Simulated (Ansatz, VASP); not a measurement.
**One calculation of Ta2B2O, two programs**

```
Ta B O
1.0
    -1.41649    1.41649    6.69722
     1.41649   -1.41649    6.69722
     1.41649    1.41649   -6.69722
Ta B O
2 2 1
Direct
  0.38738 0.38738 0.00000
  0.61262 0.61262 0.00000
  0.75000 0.25000 0.50000
  0.25000 0.75000 0.50000
  0.00000 0.00000 0.00000
```

Change from the starting cell: species swapped into the YbCr2Si2 type (I4/mmm, No. 139).

Alike in both runs: functional PBE; k mesh 18 × 18 × 18; occupations gaussian, width 0.1 eV; no spin polarisation.

Ansatz relaxed the structure, and its values are those at the end. VASP's run is a single point on that final structure, the one shown.

|  | VASP | Ansatz |
| --- | --- | --- |
| version | VASP 6.6.1 | Ansatz 0.2.0 |
| potentials or method | VASP PAW PBE potentials, release 64 (Ta_pv, B, O), cutoff 520 eV | scalar-relativistic, plane waves, PAW |
| valence electrons in the cell | 34 | 38 |

Ansatz gave:

```
gap on the k mesh at the Fermi level (eV) : none
pressure (GPa)                            : 0.0
```

Q: What did VASP give for the same quantities?

A: gap on the k mesh at the Fermi level (eV): none; pressure (GPa): 0.3.

A gap of «none» marks a metal or a gap that the smearing closes. With one functional, cell and mesh, what is left measures potentials, basis and numerics. VASP's potentials hold 34 valence electrons a cell and Ansatz's 38, so a difference there can come from the potentials and not from the codes.

Spin-orbit coupling is off throughout.
